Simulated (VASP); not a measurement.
Ag: single point with PBEsol

Ag:

```xyz
2
Lattice="2.7748 0.0000 0.0000 -1.3874 2.4031 0.0000 0.0000 0.0000 4.5446" Properties=species:S:1:pos:R:3 pbc="T T T"
Ag    0.0000    1.6021    1.1361
Ag    1.3874    0.8010    3.4084
```

```yaml
Program: VASP 6.6.1
Task: single point
Functional: PBEsol
Potentials_or_basis: VASP PAW PBE potentials, release 64 (Ag)
Cutoff: 520 eV
k_mesh: 18 × 18 × 10
Occupations: fermi-dirac, width 0.1 eV
Spin: no spin polarisation
Dipole_correction: no
Further_INCAR_settings: ALGO = Normal; EDIFF = 1e-07; NBANDS = 18
```

```yaml
Pressure: 14.6 GPa
Band_gap_on_the_k_mesh: zero (band 11 reaches 14.41 eV, above the bottom of band 12 at 6.45 eV)
```

Levels at points of the mesh, in eV from the Fermi level:
```
           k point  band 7  band 8  band 9  band 10  band 11  band 12  band 13  band 14  band 15  band 16
(0.00, 0.00, 0.00)   -4.83   -4.38   -4.38    -3.14    -3.14    -0.81     4.25    15.93    17.93    18.38
(0.50, 0.00, 0.00)   -4.14   -2.96   -2.90    -2.79     0.09     1.87     7.43     7.66    10.48    11.24
(0.00, 0.00, 0.50)   -5.04   -5.04   -3.52    -3.52    -3.52    -3.52    11.99    11.99    16.36    16.36
(0.50, 0.00, 0.50)   -3.23   -3.23   -2.85    -2.85     0.59     0.59     5.33     5.33    14.60    14.60
```

Wall time 44 s on 1 thread of Intel(R) Xeon(R) Platinum 8488C (Sapphire Rapids), with other jobs on the host, peak memory 0.23 GiB.

Caveat: the PAW data sets were made with another functional, which shifts forces and pressure a little.
